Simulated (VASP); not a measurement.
Te2Pt (Moncheite):

```
CELL_PARAMETERS angstrom
4.01000 0.00000 0.00000
-2.00500 3.47276 0.00000
0.00000 0.00000 5.20100
ATOMIC_POSITIONS crystal
Pt 0.00000 0.00000 0.00000
Te 0.66667 0.33333 0.75000
Te 0.33333 0.66667 0.25000
```

```yaml
Program: VASP 6.6.1
Task: relaxation of cell and atoms
Functional: revPBE
Potentials_or_basis: VASP PAW PBE potentials, release 64 (Pt, Te)
Cutoff: 500 eV
k_mesh: 8 × 8 × 5
Occupations: fermi-dirac, width 0.05 eV
Spin: no spin polarisation
```

At the start: pressure 9.9 GPa; volume 24.14 Å³/atom.

**Question.** How do energy, volume and symmetry change on relaxing?

**Answer.** Over 19 steps the energy falls by 67.1 meV/atom and the volume is 27.02 Å³/atom (+11.9 %); space group P-3m1 (No. 164, to 0.05 Å).

Step by step:
| step | energy change (eV) | largest force (eV/Å) | pressure (GPa) | volume (Å³) |
| --- | --- | --- | --- | --- |
| 1 | 0.0000 | 1.0330 | 9.87 | 72.43 |
| 2 | 0.1863 | 1.0614 | -8.69 | 89.15 |
| 3 | -0.1903 | 0.0699 | -0.22 | 78.67 |
| 4 | -0.1906 | 0.0414 | 0.03 | 78.47 |
| 5 | -0.1905 | 0.0241 | 0.19 | 78.34 |
| 6 | -0.1932 | 0.0444 | 0.18 | 78.52 |
| 7 | -0.1967 | 0.1093 | 0.18 | 79.04 |
| 8 | -0.1986 | 0.1053 | -0.11 | 79.63 |
| 9 | -0.1996 | 0.1019 | -0.44 | 80.36 |
| 10 | -0.2005 | 0.0613 | -0.23 | 80.37 |
| 11 | -0.2010 | 0.0152 | 0.00 | 80.38 |
| 12 | -0.2005 | 0.0791 | 0.47 | 80.40 |
| 13 | -0.2011 | 0.0087 | 0.12 | 80.39 |
| 14 | -0.2011 | 0.0096 | 0.10 | 80.48 |
| 15 | -0.2013 | 0.0138 | 0.05 | 80.74 |
| 16 | -0.2013 | 0.0215 | -0.06 | 81.28 |
| 17 | -0.2013 | 0.0181 | -0.02 | 81.02 |
| 18 | -0.2014 | 0.0121 | 0.01 | 81.04 |
| 19 | -0.2014 | 0.0055 | 0.02 | 81.06 |

Final structure:
```
Pt Te
1.0
     4.09748    0.00000    0.00000
    -2.04874    3.54852    0.00000
     0.00000    0.00000    5.57506
Pt Te
1 2
Direct
  0.00000 0.00000 0.00000
  0.66667 0.33333 0.75488
  0.33333 0.66667 0.24512
```

Caveat: the PAW data sets were made with another functional, which shifts forces and pressure a little; the volume moved by +12 % from the deposited cell, more than functionals usually miss.
